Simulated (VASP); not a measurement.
Runs of VASP 6.6.1 on RhN (CsCl type). The structure is that of space group Pm-3m (No. 221), or close to it. The cells are those of the table. 

```csv
task,cell,k mesh for the DOS,occupations for the DOS,gap on the mesh (eV),pressure (GPa)
single point,"a = 2.505 Å, 2 atoms",-,-,none,(b)
single point,"a = 2.655 Å, 2 atoms",-,-,none,0.8
single point,"a = 2.423 Å, 2 atoms",-,-,none,171.4
single point,"a = 2.239 Å, 2 atoms",-,-,none,544.4
single point,"a = 2.334 Å, 2 atoms",-,-,none,(a)
single point,"a = 2.582 Å, 2 atoms",-,-,none,34.0
```

Alike in all rows: level LDA; potentials or basis VASP PAW LDA potentials, release 64 (Rh_pv, N); no spin polarisation; k mesh 15 × 15 × 15; cutoff (eV) 520; smearing fermi-dirac 0.1 eV.

**Question.** Fill in the values left out.

**Answer.** (a) 309.8; (b) 86.8.

A k mesh can miss the band edges, and the runs leave out spin-orbit coupling on Rh.

A gap of «none» marks levels without a gap at the run's occupations.
